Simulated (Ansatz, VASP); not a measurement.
## One calculation of TiO, two programs

```
CELL_PARAMETERS angstrom
3.02004 0.00000 0.00000
-1.51002 2.61543 0.00000
0.00000 0.00000 2.42901
ATOMIC_POSITIONS crystal
Ti 0.66667 0.33333 0.00000
O 0.00000 0.00000 0.50000
```

Alike in both runs: task single point; functional r2SCAN; k mesh 30 × 30 × 24; occupations gaussian, width 0.15 eV; no spin polarisation.

|  | VASP | Ansatz |
| --- | --- | --- |
| version | VASP 6.6.1 | Ansatz 0.2.0 |
| potentials or method | VASP PAW PBE potentials, release 64 (Ti_sv, O), cutoff 520 eV | scalar-relativistic, plane waves, PAW |
| valence electrons in the cell | 18 | 18 |

Ansatz gave:

| Item | Value |
| --- | --- |
| gap on the k mesh at the Fermi level (eV) | none |
| pressure (GPa) | 11.9 |
| traceless stress, the component that is largest in VASP (GPa) | 65.71 |

Q: Estimate VASP's values.

A: gap on the k mesh at the Fermi level (eV): none; pressure (GPa): 13.9; traceless stress, the component that is largest in VASP (GPa): 66.02.

VASP's potentials were made for PBE, not for r2SCAN. A gap of «none» marks a metal or a gap that the smearing closes. The functional is the same, so the differences come from potentials, cutoffs and numerics.
